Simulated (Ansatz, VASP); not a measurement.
One calculation of W, two programs

```
CELL_PARAMETERS angstrom
-1.59238 1.59238 1.59238
1.59238 -1.59238 1.59238
1.59238 1.59238 -1.59238
ATOMIC_POSITIONS crystal
W 0.00000 0.00000 0.00000
```

Alike in both runs: task single point; functional PBE; k mesh 8 × 8 × 8; occupations gaussian, width 0.05 eV; no spin polarisation.

```csv
,VASP,Ansatz
version,VASP 6.6.1,Ansatz 0.2.0
potentials or method,"VASP PAW PBE potentials, release 64 (W_sv), cutoff 520 eV","scalar-relativistic, plane waves, PAW"
valence electrons in the cell,14,14
```

VASP gave:

```
gap on the k mesh at the Fermi level (eV) : none
pressure (GPa)                            : 0.5
```

Q: Which values does Ansatz return?

A: gap on the k mesh at the Fermi level (eV): none; pressure (GPa): 0.0.

A gap of «none» marks a metal or a gap that the smearing closes.

Neither program's run includes spin-orbit coupling.
